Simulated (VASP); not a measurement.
# Y in VASP: notebook

Runs on Y. Level: PBE. Tasks: single point.

All numbers are computed with VASP 6.6.1; they aren't measurements. Logs are shortened: lines on timing, memory, paths and dates and some standing lists are left out, and cuts for length are marked.

## (1) The cell of the first run

The cell holds a cluster in a box, 1 atom: a = 7.600 Å, b = 8.200 Å, c = 8.700 Å, α = 90.00°, β = 90.00°, γ = 90.00°.

## (2) Single point, PBE, collinear spin

INCAR reads:

```
PREC = Accurate
ENCUT = 400
EDIFF = 1E-6
ISMEAR = -1
SIGMA = 0.1
LREAL = False
LASPH = True
NELM = 200
ALGO = Normal
ISIF = 2
LWAVE = False
LCHARG = True
ISPIN = 2
MAGMOM = 1
LORBIT = 11
LMAXMIX = 4
GGA = PE
LELF = True
LVHAR = True
NBANDS = 16
GGA_COMPAT = False
```

KPOINTS reads:

```
Automatic mesh
0
Gamma
  1 1 1
```

POSCAR reads:

```
Y
1.0
    7.6000000000      0.0000000000      0.0000000000
    0.0000000000      8.2000000000      0.0000000000
    0.0000000000      0.0000000000      8.7000000000
Y
1
Direct
    0.1700000000      0.3700000000      0.6300000000
```

Potentials or basis: VASP PAW PBE potentials, release 64 (Y_sv).

The run is started by

```bash
$ cat potpaw_PBE.64/Y_sv/POTCAR > POTCAR
$ mpirun -np 1 vasp_gam > vasp.out
```

OUTCAR:

```text
PREC = Accurate
   ENCUT = 400
   EDIFF = 1E-6
   ISMEAR = -1
   LREAL = False
   LASPH = True
   NELM = 200
   ISIF = 2
   ISPIN = 2
   LORBIT = 11
   GGA = PE

 ion  position               nearest neighbor table
   1  0.170  0.370  0.630-

  LATTYP: Found a simple orthorhombic cell.
 ALAT       =     7.6000000000
 B/A-ratio  =     1.0789473684
 C/A-ratio  =     1.1447368421

  Lattice vectors:

 A1 = (   7.6000000000,   0.0000000000,   0.0000000000)
 A2 = (   0.0000000000,   8.2000000000,   0.0000000000)
 A3 = (   0.0000000000,   0.0000000000,   8.7000000000)

Analysis of symmetry for initial positions (statically):
=====================================================================
 Subroutine PRICEL returns:
 Original cell was already a primitive cell.

 Routine SETGRP: Setting up the symmetry group for a
 simple orthorhombic supercell.

 Subroutine GETGRP returns: Found  8 space group operations
 (whereof  1 operations were pure point group operations)
 out of a pool of  8 trial point group operations.

The static configuration has the point symmetry C_1 .
 The point group associated with its full space group is D_2h.

Analysis of symmetry for dynamics (positions and initial velocities):
=====================================================================
 Subroutine PRICEL returns:
 Original cell was already a primitive cell.

 Routine SETGRP: Setting up the symmetry group for a
 simple orthorhombic supercell.

 Subroutine GETGRP returns: Found  8 space group operations
 (whereof  1 operations were pure point group operations)
 out of a pool of  8 trial point group operations.

The dynamic configuration has the point symmetry C_1 .
 The point group associated with its full space group is D_2h.

Analysis of structural, dynamic, and magnetic symmetry:
=====================================================================
 Subroutine PRICEL returns:
 Original cell was already a primitive cell.

 Routine SETGRP: Setting up the symmetry group for a
 simple orthorhombic supercell.

 Subroutine GETGRP returns: Found  8 space group operations
 (whereof  1 operations were pure point group operations)
 out of a pool of  8 trial point group operations.

The overall configuration has the point symmetry C_1 .
 The point group associated with its full space group is D_2h.

 Subroutine INISYM returns: Found  8 space group operations
 (whereof  1 operations are pure point group operations),
 and found     1 'primitive' translations

----------------------------------------------------------------------------------------

                                     Primitive cell

  volume of cell :     542.1840

  direct lattice vectors                    reciprocal lattice vectors
     7.600000000  0.000000000  0.000000000     0.131578947  0.000000000  0.000000000
     0.000000000  8.200000000  0.000000000     0.000000000  0.121951220  0.000000000
     0.000000000  0.000000000  8.700000000     0.000000000  0.000000000  0.114942529

  length of vectors
     7.600000000  8.200000000  8.700000000     0.131578947  0.121951220  0.114942529

  position of ions in fractional coordinates (direct lattice)
     0.170000000  0.370000000  0.630000000

  ion indices of the primitive-cell ions
   primitive index   ion index
                 1           1

----------------------------------------------------------------------------------------

 KPOINTS: Automatic mesh

Automatic generation of k-mesh.
 Grid dimensions read from file:
 generate k-points for:    1    1    1

 Generating k-lattice:

  Cartesian coordinates                     Fractional coordinates (reciprocal lattice)
     0.131578947  0.000000000  0.000000000     1.000000000  0.000000000  0.000000000
     0.000000000  0.121951220  0.000000000     0.000000000  1.000000000  0.000000000
     0.000000000  0.000000000  0.114942529     0.000000000  0.000000000  1.000000000

  Length of vectors
     0.131578947  0.121951220  0.114942529

  Shift w.r.t. Gamma in fractional coordinates (k-lattice)
     0.000000000  0.000000000  0.000000000

 Subroutine IBZKPT returns following result:
 ===========================================

 Found      1 irreducible k-points:

 Following reciprocal coordinates:
            Coordinates               Weight
  0.000000  0.000000  0.000000      1.000000
   k-points           NKPTS =      1   k-points in BZ     NKDIM =      1   number of bands    NBANDS=     16
   number of dos      NEDOS =    301   number of ions     NIONS =      1
   total plane-waves  NPLWV = 162000
   dimension x,y,z NGX =    50 NGY =   54 NGZ =   60
   dimension x,y,z NGXF=   100 NGYF=  108 NGZF=  120
   ions per type =               1
   NGX,Y,Z   is equivalent  to a cutoff of  10.94, 10.95, 11.47 a.u.
   NGXF,Y,Z  is equivalent  to a cutoff of  21.87, 21.90, 22.93 a.u.
 SYSTEM =  unknown system
   PREC   = accura    normal or accurate (medium, high low for compatibility)
   ISTART =      0    job   : 0-new  1-cont  2-samecut
   ICHARG =      2    charge: 1-file 2-atom 10-const
   ISPIN  =      2    spin polarized calculation?
   LNONCOLLINEAR =      F non collinear calculations
   LSORBIT =      F    spin-orbit coupling
   LASPH  =      T    aspherical Exc in radial PAW
   ENCUT  =  400.0 eV  29.40 Ry    5.42 a.u.  12.39 13.37 14.19*2*pi/ulx,y,z
   NELM   =    200;   NELMIN=  2; NELMDL= -5     # of ELM steps
   EDIFF  = 0.1E-05   stopping-criterion for ELM
   LREAL  =      F    real-space projection
   EDIFFG = 0.1E-04   stopping-criterion for IOM
   NSW    =      0    number of steps for IOM
   IBRION =     -1    ionic relax: 0-MD 1-quasi-New 2-CG
   NFREE  =      0    steps in history (QN), initial steepest desc. (CG)
   ISIF   =      2    stress and relaxation
   ISYM   =      2    0-nonsym 1-usesym 2-fastsym
   POTIM  = 0.5000    time-step for ionic-motion
   TEBEG  =    0.0;   TEEND  =   0.0 temperature during run
   PSTRESS=    0.0 pullay stress
   NELECT =      11.0000    total number of electrons
   NUPDOWN=      -1.0000    fix difference up-down
   EMIN   =  10.00;   EMAX   =-10.00  energy-range for DOS
   EFERMI =   0.00;   METHOD = LEGACY
   ISMEAR =    -1;   SIGMA  =   0.10  broadening in eV -4-tet -1-fermi 0-gaus
   EFERMI_NEDOS =   21; number of points for ismear=-14 and -15
   IALGO  =     38    algorithm
   IMIX   =      4    mixing-type and parameters
     AMIX     =   0.40;   BMIX     =  1.00
     AMIX_MAG =   1.60;   BMIX_MAG =  1.00
  volume/ion in A,a.u.               =     542.18      3658.84
  Fermi-wavevector in a.u.,A,eV,Ry     =   0.446502  0.843767  2.712513  0.199364
  Thomas-Fermi vector in A             =   1.424839
   LORBIT       =     11    0 simple, 1 ext, 2 COOP (PROOUT), +10 PAW based schemes
   GGA     = PE    functional components
   LHFCALC =     F    Hartree Fock is set to
   AEXX    =    0.0000 exact exchange contribution
   IVDW    =     0    specifies the selected vdW correction
   LEPSILON=     F    determine dielectric tensor
   LRPA    =     F    only Hartree local field effects (RPA)
 spin polarized calculation
  energy-cutoff  :      400.00
  volume of cell :      542.18
 maximum number of plane-waves:      4920
 NGX is ok and might be reduce to    50
   NGX = 25   NGY = 27   NGZ = 29

 number of electron      10.9999998 magnetization       0.9951419

 Free energy of the ion-electron system (eV)
  ---------------------------------------------------
  ext. energy  EPLUGINS =         0.00000000
  ---------------------------------------------------
  free energy    TOTEN  =        -2.52240755 eV

  energy without entropy =       -2.36717195  energy(sigma->0) =       -2.44478975

 E-fermi :  -2.6360     XC(G=0):  -2.2264

 val. band max:       -2.6386558343   @ k =   0.0000   0.0000   0.0000
 cond. band min:      -2.6223009339   @ k =   0.0000   0.0000   0.0000
 fundamental gap:      0.0163549004
 Fermi energy:        -2.6360397237

 spin component 1

 k-point     1 :       0.0000    0.0000    0.0000
  band No.  band energies     occupation
      1     -47.8729      1.00000
      2     -27.8067      1.00000
      3     -27.8052      1.00000
      4     -27.8043      1.00000
      5      -3.9099      1.00000
      6      -2.6387      0.50654
      7      -2.6223      0.46571
      8      -2.1676      0.00915
      9      -2.1565      0.00820
     10      -2.1513      0.00778
     11      -0.8988      0.00000
     12      -0.7802      0.00000
     13      -0.5687      0.00000
     14       0.0596      0.00000
     15       1.0722      0.00000
     16       1.3174      0.00000
 Fermi energy:        -2.6360397237

 spin component 2

 k-point     1 :       0.0000    0.0000    0.0000
  band No.  band energies     occupation
      1     -47.5015      1.00000
      2     -27.3723      1.00000
      3     -27.3535      1.00000
      4     -27.3434      1.00000
      5      -3.5842      0.99992
      6      -1.9228      0.00080
      7      -1.9202      0.00078
      8      -1.9190      0.00077
      9      -1.7977      0.00023
     10      -1.7344      0.00012
     11      -0.6670      0.00000
     12      -0.5628      0.00000
     13      -0.3816      0.00000
     14       0.1687      0.00000
     15       1.2781      0.00000
     16       1.5328      0.00000

------------------------ aborting loop because EDIFF is reached ----------------------------------------

  FORCE on cell =-STRESS in cart. coord.  units (eV):
  Direction    XX          YY          ZZ          XY          YZ          ZX
  --------------------------------------------------------------------------------------
  -------------------------------------------------------------------------------------
  Total       -0.9669433     -0.5778915     -0.3752211     -0.0000000      0.0000000      0.0000000
  in kB       -2.8573597     -1.7076945     -1.1087948     -0.0000000      0.0000000      0.0000000
  external PRESSURE =      -1.8912830 kB  Pullay stress =       0.0000000 kB

 VOLUME and BASIS-vectors are now :
 -----------------------------------------------------------------------------
  energy-cutoff  :      400.00
  volume of cell :      542.18
      direct lattice vectors                 reciprocal lattice vectors
     7.600000000  0.000000000  0.000000000     0.131578947  0.000000000  0.000000000
     0.000000000  8.200000000  0.000000000     0.000000000  0.121951220  0.000000000
     0.000000000  0.000000000  8.700000000     0.000000000  0.000000000  0.114942529

 POSITION                                       TOTAL-FORCE (eV/Angst)
 -----------------------------------------------------------------------------------
      1.29200      3.03400      5.48100         0.000000      0.000000      0.000000
 -----------------------------------------------------------------------------------
    total drift:                                0.000000     -0.000001      0.000005

  FREE ENERGIE OF THE ION-ELECTRON SYSTEM (eV)
  ---------------------------------------------------
  free  energy   TOTEN  =        -2.5224075504 eV

  energy  without entropy=       -2.3671719538  energy(sigma->0) =       -2.44478975

 total charge

# of ion       s       p       d       f       tot
--------------------------------------------------
    1        2.441   5.868   0.659   0.000   8.969

 magnetization (x)

# of ion       s       p       d       f       tot
--------------------------------------------------
    1        0.016   0.011   0.655   0.000   0.682
```

It took 4.3 min on 1 thread of Intel Xeon 8259CL, shared host; peak memory 0.52 GiB.

Results:

```yaml
Free_energy: -2.5224 eV
Gap_between_the_frontier_levels: 0.02 eV
Net_moment: 1.00 μB per cell
Site_moments: Y +0.68 μB
Valence_electrons_inside_the_program's_atomic_spheres: Y 8.97
```

Levels at points of the mesh, in eV from the valence-band top:
Spin up:
| k point | band 3 | band 4 | band 5 | band 6 | band 7 | band 8 | band 9 | band 10 |
| --- | --- | --- | --- | --- | --- | --- | --- | --- |
| (0.00, 0.00, 0.00) | -25.17 | -25.17 | -1.27 | 0.00 | 0.02 | 0.47 | 0.48 | 0.49 |
Spin down:
| k point | band 1 | band 2 | band 3 | band 4 | band 5 | band 6 | band 7 | band 8 | band 9 | band 10 |
| --- | --- | --- | --- | --- | --- | --- | --- | --- | --- | --- |
| (0.00, 0.00, 0.00) | -44.86 | -24.73 | -24.71 | -24.70 | -0.95 | 0.72 | 0.72 | 0.72 | 0.84 | 0.90 |

## (3) Single point, PBE, collinear spin

INCAR reads:

```
SYSTEM = Y
PREC = Accurate ; ENCUT = 400
EDIFF = 1E-6 ; ISMEAR = -1
SIGMA = 0.1 ; LREAL = .False.
LASPH = .True. ; NELM = 200
ALGO = Normal ; ISIF = 2
LWAVE = .False. ; LCHARG = .True.
ISPIN = 2 ; MAGMOM = 1
LORBIT = 11 ; LMAXMIX = 4
GGA = PE ; LELF = .True.
LVHAR = .True. ; NBANDS = 16
GGA_COMPAT = .False.
```

KPOINTS reads:

```
regular mesh
0
Gamma
  1 1 1
  0 0 0
```

POSCAR is that of step 2.

Potentials or basis: VASP PAW PBE potentials, release 64 (Y_sv).

The run is started by

```bash
$ cat potpaw_PBE.64/Y_sv/POTCAR > POTCAR
$ mpirun -np 1 vasp_gam > vasp.out
```

It took 3.8 min on 1 thread of Intel Xeon 8259CL, shared host; peak memory 0.52 GiB.

The run converged. Its results:

- Free energy: -2.5224 eV
- Gap between the frontier levels: 0.02 eV
- Net moment: 1.00 μB per cell
- Site moments: Y +0.68 μB
- Valence electrons inside the program's atomic spheres: Y 8.97

Levels at points of the mesh, in eV from the valence-band top:
Spin up:
```csv
k point,band 2,band 3,band 4,band 5,band 6,band 7,band 8,band 9,band 10,band 11
"(0.00, 0.00, 0.00)",-25.17,-25.17,-25.17,-1.27,0.00,0.02,0.47,0.48,0.49,1.74
```
Spin down:
| k point | band 1 | band 2 | band 3 | band 4 | band 5 | band 6 | band 7 | band 8 | band 9 | band 10 |
| --- | --- | --- | --- | --- | --- | --- | --- | --- | --- | --- |
| (0.00, 0.00, 0.00) | -44.86 | -24.73 | -24.71 | -24.70 | -0.95 | 0.72 | 0.72 | 0.72 | 0.84 | 0.90 |
